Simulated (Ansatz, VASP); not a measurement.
## IF in VASP and in Ansatz

File INCAR:

```
SYSTEM = IF
  PREC = Accurate
  ENCUT = 520
  EDIFF = 1E-6
  ISMEAR = -1
  SIGMA = 0.1
  LREAL = .False.
  LASPH = .True.
  NELM = 80
  ALGO = Normal
  ISIF = 2
  LWAVE = .False.
  LCHARG = .False.
  GGA = CA
  NBANDS = 38
```

KPOINTS

```
Automatic mesh
0
Gamma
  5 5 5
  0 0 0
```

POSCAR

```
IF
1.0
    0.0000000000      3.7077250000      0.0000000000
    6.8192170000     -1.8538620000      0.0000000000
   -0.2565170000      1.8538620000     -8.3727290000
I F
4 4
Direct
    0.6537400000      0.1249700000      0.8174900000
    0.3462600000      0.8750300000      0.1825100000
    0.1107300000      0.7730700000      0.5516100000
    0.8892700000      0.2269300000      0.4483900000
    0.9291700000      0.6901700000      0.8318300000
    0.0708300000      0.3098300000      0.1681700000
    0.3065900000      0.4272600000      0.8140800000
    0.6934100000      0.5727400000      0.1859200000
```

Input for Ansatz:

```yaml
crystal:
  lattice:
    - [0.0, 3.707725, 0.0]
    - [6.819217, -1.853862, 0.0]
    - [-0.256517, 1.853862, -8.372729]
  atoms:
    - { symbol: I, position: [0.65374, 0.12497, 0.81749] }
    - { symbol: I, position: [0.34626, 0.87503, 0.18251] }
    - { symbol: F, position: [0.92917, 0.69017, 0.83183] }
    - { symbol: F, position: [0.07083, 0.30983, 0.16817] }
    - { symbol: I, position: [0.11073, 0.77307, 0.55161] }
    - { symbol: I, position: [0.88927, 0.22693, 0.44839] }
    - { symbol: F, position: [0.30659, 0.42726, 0.81408] }
    - { symbol: F, position: [0.69341, 0.57274, 0.18592] }
  symmetry: { tolerance: 0.0003 }
kpoints:
  mp_grid: { grid: [5, 5, 5], shift: [0, 0, 0] }
magnetization:
  spin_polarized: false
scf:
  occupations: { method: fermi_dirac }
  convergence: { dr2_threshold: 1.0e-11 }
hamiltonian:
  pseudopotentials: { kind: paw }
  xc: lda
basis:
  ecutwfc: 420
  xc_grid: 2
output:
  forces: true
  stress: true
  eigenvalues: true
```

Alike in both runs: task single point; functional LDA; k mesh 5 × 5 × 5; no spin polarisation.

|  | VASP | Ansatz |
| --- | --- | --- |
| version | VASP 6.6.1 | Ansatz 0.2.0 |
| potentials or method | VASP PAW LDA potentials, release 64 (I, F), cutoff 520 eV | PAW plane waves |
| occupations | fermi-dirac, width 0.1 eV | fermi-dirac |
| valence electrons in the cell | 56 | 96 |

|  | VASP | Ansatz | Ansatz less VASP |
| --- | --- | --- | --- |
| gap on the k mesh at the Fermi level (eV) | none | none | - |
| pressure (GPa) | -9.3 | -9.2 | +0.09 |
| rms of the force components (eV/Å) | 0.947 | 0.949 | +0.0029 |

LDA's correlation is that of Perdew and Zunger in VASP and of Perdew and Wang (1992) in Ansatz. A gap of «none» marks a metal or a gap that the smearing closes. VASP's potentials hold 56 valence electrons a cell and Ansatz's 96, so a difference there can come from the potentials and not from the codes.

Neither program's run includes spin-orbit coupling.
